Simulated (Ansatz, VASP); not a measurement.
Two plane-wave programs on TlMo4F

```
Tl Mo F
1.0
     3.55525    0.00000    0.00000
     0.00000    3.55525    0.00000
     0.00000    0.00000    8.85197
Tl Mo F
1 4 1
Direct
  0.50000 0.50000 0.50000
  0.50000 0.00000 0.77218
  0.00000 0.50000 0.22782
  0.50000 0.00000 0.22782
  0.00000 0.50000 0.77218
  0.00000 0.00000 0.00000
```

Change from the starting cell: species swapped into the NbVH4 type (P4/mmm, No. 123).

Alike in both runs: functional PBE; k mesh 6 × 6 × 2; occupations gaussian, width 0.1 eV; no spin polarisation.

Ansatz relaxed the structure, and its values are those at the end. VASP's run is a single point on that final structure, the one shown.

|  | VASP | Ansatz |
| --- | --- | --- |
| version | VASP 6.6.1 | Ansatz 0.2.0 |
| potentials or method | VASP PAW PBE potentials, release 64 (Tl_d, Mo_sv, F), cutoff 520 eV | scalar-relativistic, plane waves, PAW |
| valence electrons in the cell | 76 | 76 |

```csv
,VASP,Ansatz,Ansatz less VASP
gap on the k mesh at the Fermi level (eV),none,none,-
pressure (GPa),0.3,0.1,-0.23
```

A gap of «none» marks a metal or a gap that the smearing closes. With one functional, cell and mesh, what is left measures potentials, basis and numerics.

Spin-orbit coupling is off throughout.
